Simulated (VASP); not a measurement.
# Mg2Si3N (Pmmm) in VASP: relaxation of cell and atoms with PBE

Aim: the relaxation of cell and atoms of Mg2Si3N with PBE.

Program: VASP 6.6.1. These are calculated values, not measurements. Logs are shortened: lines on timing, memory, paths and dates and some standing lists are left out, and cuts for length are marked.

**1. The cell of the first run**

Symmetry: Pmmm, No. 47, orthorhombic system. The conventional cell has a = 3.078 Å, b = 3.976 Å, c = 7.884 Å, α = 90.00°, β = 90.00°, γ = 90.00°. Mg (site symmetry mm2) has 2 N at 2.26 Å and 4 Si at 2.59 to 2.76 Å within 3.0 Å. Si (site symmetry mmm) has 4 N at 2.51 Å and 4 Mg at 2.59 Å and 2 Si at 3.08 Å within 3.3 Å. Si (site symmetry mmm) has 6 Si at 2.51 to 3.08 Å and 4 Mg at 3.03 Å within 3.3 Å. Within 3.3 Å of Si (site symmetry mmm) lie 6 Si at 2.51 to 3.08 Å and 4 Mg at 2.76 Å. N (site symmetry mmm) has 4 Mg at 2.26 Å and 4 Si at 2.51 Å within 3.0 Å.

**2. Relaxation of cell and atoms, PBE**

File INCAR:

```
ALGO = Normal
EDIFF = 1E-6
EDIFFG = -0.01
ENCUT = 600
GGA = PE
IBRION = 2
ISIF = 3
ISMEAR = 0
LASPH = True
LCHARG = False
LREAL = False
LWAVE = False
NELM = 60
NSW = 100
PREC = Accurate
SIGMA = 0.1
```

File KPOINTS:

```
k-points
0
Gamma
  12 10 6
```

File POSCAR:

```
Mg2Si3N
1.0
    3.0783615632      0.0000000000      0.0000000000
    0.0000000000      3.9756002274      0.0000000000
    0.0000000000      0.0000000000      7.8842203836
Mg Si N
2 3 1
Direct
    0.5000000000      0.5000000000      0.2903876038
    0.5000000000      0.5000000000      0.7096123962
    0.5000000000      0.0000000000      0.5000000000
    0.5000000000      0.0000000000      0.0000000000
    0.0000000000      0.5000000000      0.0000000000
    0.0000000000      0.5000000000      0.5000000000
```

Potentials or basis: VASP PAW PBE potentials, release 64 (Mg, Si, N).

Command:

```bash
$ cat potpaw_PBE.64/Mg/POTCAR potpaw_PBE.64/Si/POTCAR potpaw_PBE.64/N/POTCAR > POTCAR
$ mpirun -np 1 vasp_std > vasp.out
```

OUTCAR:

```text
EDIFF = 1E-6
   EDIFFG = -0.01
   ENCUT = 600
   GGA = PE
   IBRION = 2
   ISIF = 3
   ISMEAR = 0
   LASPH = True
   LREAL = False
   NELM = 60
   NSW = 100
   PREC = Accurate

 ion  position               nearest neighbor table
   1  0.500  0.500  0.290-   6 2.26   6 2.26   3 2.59   3 2.59   5 2.76   5 2.76   4 3.03   4 3.03
                             2 3.31
   2  0.500  0.500  0.710-   6 2.26   6 2.26   3 2.59   3 2.59   5 2.76   5 2.76   4 3.03   4 3.03
                             1 3.31
   3  0.500  0.000  0.500-   1 2.59   2 2.59   1 2.59   2 2.59
   4  0.500  0.000  0.000-   5 2.51   5 2.51   5 2.51   5 2.51   2 3.03   2 3.03   1 3.03   1 3.03

   5  0.000  0.500  0.000-   4 2.51   4 2.51   4 2.51   4 2.51   1 2.76   2 2.76   1 2.76   2 2.76

   6  0.000  0.500  0.500-   1 2.26   2 2.26   1 2.26   2 2.26

  LATTYP: Found a simple orthorhombic cell.
 ALAT       =     3.0783615632
 B/A-ratio  =     1.2914663030
 C/A-ratio  =     2.5611742551

  Lattice vectors:

 A1 = (   3.0783615632,   0.0000000000,   0.0000000000)
 A2 = (   0.0000000000,   3.9756002274,   0.0000000000)
 A3 = (   0.0000000000,   0.0000000000,   7.8842203836)

Analysis of symmetry for initial positions (statically):
=====================================================================
 Subroutine PRICEL returns:
 Original cell was already a primitive cell.

 Routine SETGRP: Setting up the symmetry group for a
 simple orthorhombic supercell.

 Subroutine GETGRP returns: Found  8 space group operations
 (whereof  8 operations were pure point group operations)
 out of a pool of  8 trial point group operations.

The static configuration has the point symmetry D_2h.

Analysis of symmetry for dynamics (positions and initial velocities):
=====================================================================
 Subroutine PRICEL returns:
 Original cell was already a primitive cell.

 Routine SETGRP: Setting up the symmetry group for a
 simple orthorhombic supercell.

 Subroutine GETGRP returns: Found  8 space group operations
 (whereof  8 operations were pure point group operations)
 out of a pool of  8 trial point group operations.

The dynamic configuration has the point symmetry D_2h.

 Subroutine INISYM returns: Found  8 space group operations
 (whereof  8 operations are pure point group operations),
 and found     1 'primitive' translations

----------------------------------------------------------------------------------------

                                     Primitive cell

  volume of cell :      96.4897

  direct lattice vectors                    reciprocal lattice vectors
     3.078361563  0.000000000  0.000000000     0.324848131  0.000000000  0.000000000
     0.000000000  3.975600227  0.000000000     0.000000000  0.251534345  0.000000000
     0.000000000  0.000000000  7.884220384     0.000000000  0.000000000  0.126835622

  length of vectors
     3.078361563  3.975600227  7.884220384     0.324848131  0.251534345  0.126835622

  position of ions in fractional coordinates (direct lattice)
     0.500000000  0.500000000  0.290387604
     0.500000000  0.500000000  0.709612396
     0.500000000  0.000000000  0.500000000
     0.500000000  0.000000000  0.000000000
     0.000000000  0.500000000  0.000000000
     0.000000000  0.500000000  0.500000000

  ion indices of the primitive-cell ions
   primitive index   ion index
                 1           1
                 2           2
                 3           3
                 4           4
                 5           5
                 6           6

----------------------------------------------------------------------------------------

 KPOINTS: k-points

Automatic generation of k-mesh.
 Grid dimensions read from file:
 generate k-points for:   12   10    6

 Generating k-lattice:

  Cartesian coordinates                     Fractional coordinates (reciprocal lattice)
     0.027070678  0.000000000  0.000000000     0.083333333  0.000000000  0.000000000
     0.000000000  0.025153435  0.000000000     0.000000000  0.100000000  0.000000000
     0.000000000  0.000000000  0.021139270     0.000000000  0.000000000  0.166666667

  Length of vectors
     0.027070678  0.025153435  0.021139270

  Shift w.r.t. Gamma in fractional coordinates (k-lattice)
     0.000000000  0.000000000  0.000000000

 Subroutine IBZKPT returns following result:
 ===========================================

 Found    168 irreducible k-points:

 Following reciprocal coordinates:
            Coordinates               Weight
  0.000000  0.000000  0.000000      1.000000
  0.083333  0.000000  0.000000      2.000000
  0.166667  0.000000  0.000000      2.000000
  0.250000  0.000000  0.000000      2.000000
  0.333333  0.000000  0.000000      2.000000
  0.416667  0.000000  0.000000      2.000000
[... 16 lines left out ...]
  0.083333  0.300000  0.000000      4.000000
  0.166667  0.300000  0.000000      4.000000
 [... further k-points ...]
   k-points           NKPTS =    168   k-points in BZ     NKDIM =    168   number of bands    NBANDS=     14
   number of dos      NEDOS =    301   number of ions     NIONS =      6
   total plane-waves  NPLWV =  57344
   dimension x,y,z NGX =    28 NGY =   32 NGZ =   64
   dimension x,y,z NGXF=    56 NGYF=   64 NGZF=  128
   ions per type =               2   3   1
   NGX,Y,Z   is equivalent  to a cutoff of  15.12, 13.38, 13.49 a.u.
   NGXF,Y,Z  is equivalent  to a cutoff of  30.24, 26.76, 26.99 a.u.
 SYSTEM =  unknown system
   PREC   = accura    normal or accurate (medium, high low for compatibility)
   ISTART =      0    job   : 0-new  1-cont  2-samecut
   ICHARG =      2    charge: 1-file 2-atom 10-const
   ISPIN  =      1    spin polarized calculation?
   LNONCOLLINEAR =      F non collinear calculations
   LSORBIT =      F    spin-orbit coupling
   LASPH  =      T    aspherical Exc in radial PAW
   ENCUT  =  600.0 eV  44.10 Ry    6.64 a.u.   6.15  7.94 15.75*2*pi/ulx,y,z
   NELM   =     60;   NELMIN=  2; NELMDL= -5     # of ELM steps
   EDIFF  = 0.1E-05   stopping-criterion for ELM
   LREAL  =      F    real-space projection
   EDIFFG = -.1E-01   stopping-criterion for IOM
   NSW    =    100    number of steps for IOM
   IBRION =      2    ionic relax: 0-MD 1-quasi-New 2-CG
   NFREE  =      1    steps in history (QN), initial steepest desc. (CG)
   ISIF   =      3    stress and relaxation
   ISYM   =      2    0-nonsym 1-usesym 2-fastsym
   POTIM  = 0.5000    time-step for ionic-motion
   TEBEG  =    0.0;   TEEND  =   0.0 temperature during run
   PSTRESS=    0.0 pullay stress
   NELECT =      21.0000    total number of electrons
   NUPDOWN=      -1.0000    fix difference up-down
   EMIN   =  10.00;   EMAX   =-10.00  energy-range for DOS
   EFERMI =   0.00;   METHOD = LEGACY
   ISMEAR =     0;   SIGMA  =   0.10  broadening in eV -4-tet -1-fermi 0-gaus
   EFERMI_NEDOS =   21; number of points for ismear=-14 and -15
   IALGO  =     38    algorithm
   IMIX   =      4    mixing-type and parameters
     AMIX     =   0.40;   BMIX     =  1.00
     AMIX_MAG =   1.60;   BMIX_MAG =  1.00
  volume/ion in A,a.u.               =      16.08       108.52
  Fermi-wavevector in a.u.,A,eV,Ry     =   0.984738  1.860886 13.193703  0.969710
  Thomas-Fermi vector in A             =   2.115994
   LORBIT       =      0    0 simple, 1 ext, 2 COOP (PROOUT), +10 PAW based schemes
   GGA     = PE    functional components
   LHFCALC =     F    Hartree Fock is set to
   AEXX    =    0.0000 exact exchange contribution
   IVDW    =     0    specifies the selected vdW correction
   LEPSILON=     F    determine dielectric tensor
   LRPA    =     F    only Hartree local field effects (RPA)
 conjugate gradient relaxation of ions
 non-spin polarized calculation
 Gauss-broadening in eV      SIGMA  =   0.10
  energy-cutoff  :      600.00
  volume of cell :       96.49
 maximum number of plane-waves:      3252
 NGX is ok and might be reduce to    28
   NGX = 13   NGY = 15   NGZ = 31

--------------------------------------- Ionic step        1  -------------------------------------------

 number of electron      21.0000000 magnetization

 Free energy of the ion-electron system (eV)
  ---------------------------------------------------
  ext. energy  EPLUGINS =         0.00000000
  ---------------------------------------------------
  free energy    TOTEN  =       -25.40404997 eV

  energy without entropy =      -25.39089017  energy(sigma->0) =      -25.39747007

------------------------ aborting loop because EDIFF is reached ----------------------------------------

  FORCE on cell =-STRESS in cart. coord.  units (eV):
  Direction    XX          YY          ZZ          XY          YZ          ZX
  --------------------------------------------------------------------------------------
  -------------------------------------------------------------------------------------
  Total       -0.7141627      0.4836239     -0.2822367      0.0000000      0.0000000      0.0000000
  in kB      -11.8584154      8.0304013     -4.6864387      0.0000000      0.0000000      0.0000000
  external PRESSURE =      -2.8381509 kB  Pullay stress =       0.0000000 kB
[... 225 lines left out ...]
  energy  without entropy=      -25.4078133881  energy(sigma->0) =      -25.41377982

--------------------------------------- Ionic step        7  -------------------------------------------

 number of electron      21.0000000 magnetization

 Free energy of the ion-electron system (eV)
  ---------------------------------------------------
  ext. energy  EPLUGINS =         0.00000000
  ---------------------------------------------------
  free energy    TOTEN  =       -25.41978343 eV

  energy without entropy =      -25.40781471  energy(sigma->0) =      -25.41379907

 E-fermi :   5.7455     XC(G=0):  -9.9298

 val. band max:        5.7363451648   @ k =   0.4167   0.3000   0.5000
 cond. band min:       5.7465501582   @ k =   0.2500   0.0000   0.0000
 fundamental gap:      0.0102049934
 Fermi energy:         5.7454696849

 k-point     1 :       0.0000    0.0000    0.0000
  band No.  band energies     occupation
      1      -8.9707      2.00000
      2      -6.2594      2.00000
      3      -0.7031      2.00000
      4      -0.6014      2.00000
      5       1.1866      2.00000
      6       1.7625      2.00000
      7       2.5050      2.00000
      8       2.9911      2.00000
      9       4.0200      2.00000
     10       5.9322      0.00828
     11       6.2918      0.00000
     12       7.3872      0.00000
     13       8.6382      0.00000
     14       8.9391      0.00000
[... 375 lines left out ...]
 k-point    24 :       0.1667    0.3000    0.0000
  band No.  band energies     occupation
      1      -8.4610      2.00000
      2      -5.0637      2.00000
      3      -2.3737      2.00000
      4      -1.5251      2.00000
      5       0.3830      2.00000
      6       2.2173      2.00000
      7       3.1121      2.00000
      8       3.9976      2.00000
      9       4.8328      2.00000
     10       4.9573      2.00000
     11       6.7818      0.00000
     12       7.1166      0.00000
     13       7.7100      0.00000
     14       8.3645      0.00000

 [... further k-points ...]
[... 5 lines left out ...]
  --------------------------------------------------------------------------------------
  -------------------------------------------------------------------------------------
  Total       -0.0136077      0.0089662     -0.0177669      0.0000000      0.0000000      0.0000000
  in kB       -0.2260749      0.1489618     -0.2951748      0.0000000      0.0000000      0.0000000
  external PRESSURE =      -0.1240959 kB  Pullay stress =       0.0000000 kB
[... 21 lines left out ...]
  FREE ENERGIE OF THE ION-ELECTRON SYSTEM (eV)
  ---------------------------------------------------
  free  energy   TOTEN  =       -25.4197834314 eV

  energy  without entropy=      -25.4078147134  energy(sigma->0) =      -25.41379907

 reached required accuracy - stopping structural energy minimisation
```

Run time: 30 min. Hardware: 1 thread of AMD EPYC 7R13, shared host; peak memory 0.44 GiB.

Results:

- Free energy: -25.4198 eV
- Relaxed volume: 16.07 Å³/atom
- Relaxed cell: a = 3.044 Å, b = 4.049 Å, c = 7.824 Å, α = 90.00°, β = 90.00°, γ = 90.00°
- Space group after relaxing (to 0.05 Å): Pmmm (No. 47)
- Energy gained by relaxing: 2.6 meV/atom
- Ionic steps: 7
- Pressure after relaxing: 0.0 GPa
- Largest force after relaxing: 0.003 eV/Å

Forces on the atoms (eV/Å):
```
Mg   0.000  0.000 -0.003
Mg   0.000  0.000  0.003
Si   0.000  0.000  0.000
Si   0.000  0.000  0.000
Si   0.000  0.000  0.000
N    0.000  0.000  0.000
```

The path:
| step | energy change (eV) | largest force (eV/Å) | pressure (GPa) | volume (Å³) |
| --- | --- | --- | --- | --- |
| 1 | 0.0000 | 0.1348 | -0.28 | 96.49 |
| 2 | -0.0073 | 0.1242 | 0.01 | 96.09 |
| 3 | -0.0120 | 0.0944 | 0.49 | 95.53 |
| 4 | -0.0150 | 0.0617 | 0.03 | 96.21 |
| 5 | -0.0153 | 0.0447 | -0.18 | 96.56 |
| 6 | -0.0157 | 0.0174 | 0.04 | 96.40 |
| 7 | -0.0157 | 0.0032 | -0.01 | 96.44 |

Final structure:
```
Mg Si N
1.0
     3.04399    0.00000    0.00000
     0.00000    4.04899    0.00000
     0.00000    0.00000    7.82445
Mg Si N
2 3 1
Direct
  0.50000 0.50000 0.29454
  0.50000 0.50000 0.70546
  0.50000 0.00000 0.50000
  0.50000 0.00000 0.00000
  0.00000 0.50000 0.00000
  0.00000 0.50000 0.50000
```

Levels at points of the mesh, in eV from the Fermi level:
```csv
k point,band 9,band 10,band 11,band 12,band 13,band 14
"(0.00, 0.00, 0.00)",-1.73,0.19,0.55,1.64,2.89,3.19
"(0.50, 0.00, 0.00)",-1.01,-0.91,-0.66,-0.21,0.45,0.99
"(0.00, 0.50, 0.00)",-0.02,0.23,0.53,2.44,3.39,3.41
"(0.50, 0.50, 0.00)",-3.16,-1.25,-0.26,0.78,1.96,2.03
"(0.00, 0.00, 0.50)",-1.73,0.06,1.64,2.55,3.48,3.56
"(0.50, 0.00, 0.50)",-0.93,-0.67,-0.62,-0.61,-0.23,0.38
"(0.00, 0.50, 0.50)",-1.48,0.86,0.89,2.99,3.38,3.81
"(0.50, 0.50, 0.50)",-2.81,-0.91,-0.03,0.17,1.21,2.65
```
